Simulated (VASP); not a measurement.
# Na (Im-3m) in VASP: single point with PBEsol

Aim: the single point of Na with PBEsol.

Program: VASP 6.6.1. These are calculated values, not measurements. Logs are shortened: lines on timing, memory, paths and dates and some standing lists are left out, and cuts for length are marked.

**1. The cell of the first run**

Symmetry: Im-3m, No. 229, cubic system. Conventional cell: a = 4.230 Å, b = 4.230 Å, c = 4.230 Å, α = 90.00°, β = 90.00°, γ = 90.00°. Within 4.8 Å of Na (site symmetry m-3m) lie 14 Na at 3.66 to 4.23 Å.

**2. Single point, PBEsol**

INCAR

```
PREC = Accurate
ENCUT = 520
EDIFF = 1E-7
ISMEAR = 0
SIGMA = 0.05
LREAL = False
LASPH = True
NELM = 100
ALGO = Normal
ISIF = 2
LWAVE = False
LCHARG = False
GGA = PS
NBANDS = 10
```

KPOINTS

```
Automatic mesh
0
Gamma
  14 14 14
```

POSCAR

```
Na
1.0
   -2.1150000000      2.1150000000      2.1150000000
    2.1150000000     -2.1150000000      2.1150000000
    2.1150000000      2.1150000000     -2.1150000000
Na
1
Direct
    0.0000000000      0.0000000000      0.0000000000
```

Potentials or basis: VASP PAW PBE potentials, release 64 (Na_pv).

Run with:

```sh
> cat potpaw_PBE.64/Na_pv/POTCAR > POTCAR
> mpirun -np 1 vasp_std > vasp.out
```

OUTCAR:

```text
PREC = Accurate
   ENCUT = 520
   EDIFF = 1E-7
   ISMEAR = 0
   LREAL = False
   LASPH = True
   NELM = 100
   ISIF = 2
   GGA = PS

 ion  position               nearest neighbor table
   1  0.000  0.000  0.000-

  LATTYP: Found a body centered cubic cell.
 ALAT       =     4.2300000000

  Lattice vectors:

 A1 = (  -2.1150000000,   2.1150000000,   2.1150000000)
 A2 = (   2.1150000000,  -2.1150000000,   2.1150000000)
 A3 = (   2.1150000000,   2.1150000000,  -2.1150000000)

Analysis of symmetry for initial positions (statically):
=====================================================================
 Subroutine PRICEL returns:
 Original cell was already a primitive cell.

 Routine SETGRP: Setting up the symmetry group for a
 body centered cubic supercell.

 Subroutine GETGRP returns: Found 48 space group operations
 (whereof 48 operations were pure point group operations)
 out of a pool of 48 trial point group operations.

The static configuration has the point symmetry O_h .

Analysis of symmetry for dynamics (positions and initial velocities):
=====================================================================
 Subroutine PRICEL returns:
 Original cell was already a primitive cell.

 Routine SETGRP: Setting up the symmetry group for a
 body centered cubic supercell.

 Subroutine GETGRP returns: Found 48 space group operations
 (whereof 48 operations were pure point group operations)
 out of a pool of 48 trial point group operations.

The dynamic configuration has the point symmetry O_h .

 Subroutine INISYM returns: Found 48 space group operations
 (whereof 48 operations are pure point group operations),
 and found     1 'primitive' translations

----------------------------------------------------------------------------------------

                                     Primitive cell

  volume of cell :      37.8435

  direct lattice vectors                    reciprocal lattice vectors
    -2.115000000  2.115000000  2.115000000     0.000000000  0.236406619  0.236406619
     2.115000000 -2.115000000  2.115000000     0.236406619  0.000000000  0.236406619
     2.115000000  2.115000000 -2.115000000     0.236406619  0.236406619  0.000000000

  length of vectors
     3.663287458  3.663287458  3.663287458     0.334329447  0.334329447  0.334329447

  position of ions in fractional coordinates (direct lattice)
     0.000000000  0.000000000  0.000000000

  ion indices of the primitive-cell ions
   primitive index   ion index
                 1           1

----------------------------------------------------------------------------------------

 KPOINTS: Automatic mesh

Automatic generation of k-mesh.
 Grid dimensions read from file:
 generate k-points for:   14   14   14

 Generating k-lattice:

  Cartesian coordinates                     Fractional coordinates (reciprocal lattice)
     0.000000000  0.016886187  0.016886187     0.071428571  0.000000000  0.000000000
     0.016886187  0.000000000  0.016886187     0.000000000  0.071428571  0.000000000
     0.016886187  0.016886187  0.000000000     0.000000000  0.000000000  0.071428571

  Length of vectors
     0.023880675  0.023880675  0.023880675

  Shift w.r.t. Gamma in fractional coordinates (k-lattice)
     0.000000000  0.000000000  0.000000000

 Subroutine IBZKPT returns following result:
 ===========================================

 Found    104 irreducible k-points:

 Following reciprocal coordinates:
            Coordinates               Weight
  0.000000  0.000000  0.000000      1.000000
  0.071429  0.000000  0.000000     12.000000
  0.142857  0.000000  0.000000     12.000000
  0.214286  0.000000  0.000000     12.000000
  0.285714  0.000000  0.000000     12.000000
  0.357143  0.000000  0.000000     12.000000
[... 16 lines left out ...]
  0.285714  0.285714  0.000000     24.000000
  0.357143  0.285714  0.000000     24.000000
 [... further k-points ...]
   k-points           NKPTS =    104   k-points in BZ     NKDIM =    104   number of bands    NBANDS=     10
   number of dos      NEDOS =    301   number of ions     NIONS =      1
   total plane-waves  NPLWV =  21952
   dimension x,y,z NGX =    28 NGY =   28 NGZ =   28
   dimension x,y,z NGXF=    56 NGYF=   56 NGZF=   56
   ions per type =               1
   NGX,Y,Z   is equivalent  to a cutoff of  12.71, 12.71, 12.71 a.u.
   NGXF,Y,Z  is equivalent  to a cutoff of  25.41, 25.41, 25.41 a.u.
 SYSTEM =  unknown system
   PREC   = accura    normal or accurate (medium, high low for compatibility)
   ISTART =      0    job   : 0-new  1-cont  2-samecut
   ICHARG =      2    charge: 1-file 2-atom 10-const
   ISPIN  =      1    spin polarized calculation?
   LNONCOLLINEAR =      F non collinear calculations
   LSORBIT =      F    spin-orbit coupling
   LASPH  =      T    aspherical Exc in radial PAW
   ENCUT  =  520.0 eV  38.22 Ry    6.18 a.u.   6.81  6.81  6.81*2*pi/ulx,y,z
   NELM   =    100;   NELMIN=  2; NELMDL= -5     # of ELM steps
   EDIFF  = 0.1E-06   stopping-criterion for ELM
   LREAL  =      F    real-space projection
   EDIFFG = 0.1E-05   stopping-criterion for IOM
   NSW    =      0    number of steps for IOM
   IBRION =     -1    ionic relax: 0-MD 1-quasi-New 2-CG
   NFREE  =      0    steps in history (QN), initial steepest desc. (CG)
   ISIF   =      2    stress and relaxation
   ISYM   =      2    0-nonsym 1-usesym 2-fastsym
   POTIM  = 0.5000    time-step for ionic-motion
   TEBEG  =    0.0;   TEEND  =   0.0 temperature during run
   PSTRESS=    0.0 pullay stress
   NELECT =       7.0000    total number of electrons
   NUPDOWN=      -1.0000    fix difference up-down
   EMIN   =  10.00;   EMAX   =-10.00  energy-range for DOS
   EFERMI =   0.00;   METHOD = LEGACY
   ISMEAR =     0;   SIGMA  =   0.05  broadening in eV -4-tet -1-fermi 0-gaus
   EFERMI_NEDOS =   21; number of points for ismear=-14 and -15
   IALGO  =     38    algorithm
   IMIX   =      4    mixing-type and parameters
     AMIX     =   0.40;   BMIX     =  1.00
     AMIX_MAG =   1.60;   BMIX_MAG =  1.00
  volume/ion in A,a.u.               =      37.84       255.38
  Fermi-wavevector in a.u.,A,eV,Ry     =   0.932776  1.762690 11.838023  0.870070
  Thomas-Fermi vector in A             =   2.059408
   LORBIT       =      0    0 simple, 1 ext, 2 COOP (PROOUT), +10 PAW based schemes
   GGA     = PS    functional components
   LHFCALC =     F    Hartree Fock is set to
   AEXX    =    0.0000 exact exchange contribution
   IVDW    =     0    specifies the selected vdW correction
   LEPSILON=     F    determine dielectric tensor
   LRPA    =     F    only Hartree local field effects (RPA)
 non-spin polarized calculation
 Gauss-broadening in eV      SIGMA  =   0.05
  energy-cutoff  :      520.00
  volume of cell :       37.84
 maximum number of plane-waves:      1048
   NGX = 13   NGY = 13   NGZ = 13

 number of electron       7.0000011 magnetization

 Free energy of the ion-electron system (eV)
  ---------------------------------------------------
  ext. energy  EPLUGINS =         0.00000000
  ---------------------------------------------------
  free energy    TOTEN  =        -1.39763546 eV

  energy without entropy =       -1.39648188  energy(sigma->0) =       -1.39705867

 E-fermi :   0.2116     XC(G=0):  -6.4469

 val. band max:        0.1955982622   @ k =  -0.3571   0.4286   0.1429
 cond. band min:       0.2751655710   @ k =   0.3571   0.0714   0.0714
 fundamental gap:      0.0795673088
 Fermi energy:         0.2115716197

 k-point     1 :       0.0000    0.0000    0.0000
  band No.  band energies     occupation
      1     -24.5541      2.00000
      2     -24.5541      2.00000
      3     -24.5541      2.00000
      4      -2.9862      2.00000
      5      11.8469      0.00000
      6      11.8469      0.00000
      7      11.8469      0.00000
      8      12.8392      0.00000
      9      12.8392      0.00000
     10      13.3726      0.00000

 k-point     2 :       0.0714    0.0000    0.0000
  band No.  band energies     occupation
      1     -24.5558      2.00000
      2     -24.5546      2.00000
      3     -24.5541      2.00000
      4      -2.8976      2.00000
      5      10.6630      0.00000
      6      11.2738      0.00000
      7      11.4892      0.00000
      8      12.1095      0.00000
      9      12.3195      0.00000
     10      13.6685      0.00000

 k-point     3 :       0.1429    0.0000    0.0000
  band No.  band energies     occupation
      1     -24.5604      2.00000
      2     -24.5562      2.00000
      3     -24.5541      2.00000
      4      -2.6326      2.00000
      5       8.8121      0.00000
      6      10.4345      0.00000
      7      10.8743      0.00000
      8      11.2857      0.00000
      9      12.0173      0.00000
     10      13.7831      0.00000

 k-point     4 :       0.2143    0.0000    0.0000
  band No.  band energies     occupation
      1     -24.5672      2.00000
      2     -24.5585      2.00000
      3     -24.5540      2.00000
      4      -2.1940      2.00000
      5       7.0323      0.00000
      6       9.7007      0.00000
      7      10.3085      0.00000
      8      10.6021      0.00000
      9      11.5944      0.00000
     10      14.1260      0.00000
[... 222 lines left out ...]
 k-point    22 :       0.3571    0.2143    0.0000
  band No.  band energies     occupation
      1     -24.5827      2.00000
      2     -24.5701      2.00000
      3     -24.5575      2.00000
      4       1.1613      0.00000
      5       2.4007      0.00000
      6       4.7726      0.00000
      7       8.3044      0.00000
      8      11.5063      0.00000
      9      13.6918      0.00000
     10      14.5130      0.00000

 k-point    23 :       0.2857    0.2857    0.0000
  band No.  band energies     occupation
      1     -24.5809      2.00000
      2     -24.5719      2.00000
      3     -24.5580      2.00000
      4       1.0925      0.00000
      5       3.1271      0.00000
      6       3.8879      0.00000
      7       8.2227      0.00000
      8      12.1809      0.00000
      9      12.9525      0.00000
     10      14.8665      0.00000

 k-point    24 :       0.3571    0.2857    0.0000
  band No.  band energies     occupation
      1     -24.5796      2.00000
      2     -24.5744      2.00000
      3     -24.5582      2.00000
      4       1.9369      0.00000
      5       2.3442      0.00000
      6       3.5970      0.00000
      7       8.1425      0.00000
      8      12.3470      0.00000
      9      13.2344      0.00000
     10      14.2975      0.00000

 [... further k-points ...]

------------------------ aborting loop because EDIFF is reached ----------------------------------------

  FORCE on cell =-STRESS in cart. coord.  units (eV):
  Direction    XX          YY          ZZ          XY          YZ          ZX
  --------------------------------------------------------------------------------------
  -------------------------------------------------------------------------------------
  Total       -0.0734328     -0.0734328     -0.0734328      0.0000000     -0.0000000      0.0000000
  in kB       -3.1089194     -3.1089194     -3.1089194      0.0000000     -0.0000000      0.0000000
  external PRESSURE =      -3.1089194 kB  Pullay stress =       0.0000000 kB

 VOLUME and BASIS-vectors are now :
 -----------------------------------------------------------------------------
  energy-cutoff  :      520.00
  volume of cell :       37.84
      direct lattice vectors                 reciprocal lattice vectors
    -2.115000000  2.115000000  2.115000000     0.000000000  0.236406619  0.236406619
     2.115000000 -2.115000000  2.115000000     0.236406619  0.000000000  0.236406619
     2.115000000  2.115000000 -2.115000000     0.236406619  0.236406619  0.000000000

 POSITION                                       TOTAL-FORCE (eV/Angst)
 -----------------------------------------------------------------------------------
      0.00000      0.00000      0.00000         0.000000      0.000000      0.000000
 -----------------------------------------------------------------------------------
    total drift:                               -0.000000     -0.000000     -0.000000

  FREE ENERGIE OF THE ION-ELECTRON SYSTEM (eV)
  ---------------------------------------------------
  free  energy   TOTEN  =        -1.3976354575 eV

  energy  without entropy=       -1.3964818753  energy(sigma->0) =       -1.39705867
```

Run time: 30 s. Hardware: 1 thread of Intel Xeon 8259CL, shared host; peak memory 0.17 GiB.

Results:

* Free energy: -1.3976 eV
* Pressure: -0.3 GPa
* Band gap on the k mesh: zero (an odd number of electrons rules out a gap without spin polarisation)

Levels at points of the mesh, in eV from the Fermi level:
```
           k point  band 1  band 2  band 3  band 4  band 5  band 6  band 7  band 8
(0.00, 0.00, 0.00)  -24.77  -24.77  -24.77   -3.20   11.64   11.64   11.64   12.63
(0.50, 0.00, 0.00)  -24.80  -24.78  -24.77    0.78    1.24    8.15    9.05    9.18
(0.50, 0.50, 0.50)  -24.79  -24.79  -24.79    4.52    4.52    4.85    4.85    4.85
```

Caveat: the PAW data sets were made with another functional, which shifts forces and pressure a little.
